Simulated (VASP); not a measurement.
Wanted: the native input for a VASP 6.6.1 run.

| Item | Value |
| --- | --- |
| Task | single point |
| Functional | PBE |
| Potentials or basis | VASP PAW PBE potentials, release 64 (Zn, B) |
| Cutoff | 500 eV |
| k mesh | 5 × 5 × 2 |
| Occupations | gaussian, width 0.2 eV |
| Spin | no spin polarisation |
| Dipole correction | no |
| Further INCAR settings | ALGO = Normal; EDIFF = 1e-06; NBANDS = 44 |

The structure of Zn2B3 lies in POSCAR:

```
Zn2B3
1.0
    2.4181878215     -2.4964405566      0.0000000000
    2.4181878215      2.4964405566      0.0000000000
    0.0000000000      0.0000000000      9.6248406964
Zn B
4 6
Direct
    0.7503720814      0.7504458621      0.2500000000
    0.2496279186      0.2495541379      0.7500000000
    0.2495541379      0.2496279186      0.2500000000
    0.7504458621      0.7503720814      0.7500000000
    0.6667218206      0.6667218206      0.0000000000
    0.3332781794      0.3332781794      0.5000000000
    0.3332781794      0.3332781794      0.0000000000
    0.6667218206      0.6667218206      0.5000000000
    0.0000000000      0.0000000000      0.0000000000
    0.0000000000      0.0000000000      0.5000000000
```

The cell was built from a structure type or drawn by symmetry, and may not be a known phase.

These files were run (other wordings do the same):

INCAR

```
PREC = Accurate
ENCUT = 500
EDIFF = 1E-6
ISMEAR = 0
SIGMA = 0.2
LREAL = False
LASPH = True
NELM = 120
ALGO = Normal
ISIF = 2
LWAVE = False
LCHARG = False
GGA = PE
NBANDS = 44
GGA_COMPAT = False
```

KPOINTS

```
regular mesh
0
Gamma
  5 5 2
```

Potentials or basis: VASP PAW PBE potentials, release 64 (Zn, B).

The run is started by

```bash
$ cat potpaw_PBE.64/Zn/POTCAR potpaw_PBE.64/B/POTCAR > POTCAR
$ mpirun -np 1 vasp_std > vasp.out
```

It gave:

```
Pressure               : 0.5 GPa
Largest force          : 0.016 eV/Å
Band gap on the k mesh : zero (bands 33 and 34 overlap by 2.44 eV)
```

Caveat: the k points lie up to 0.36 Å⁻¹ apart, too coarse for converged energies and pressures of a metal.

Wall time 72 s on 1 thread of AMD EPYC 9R45 (Zen 5) (shared host), peak memory 0.2 GiB.
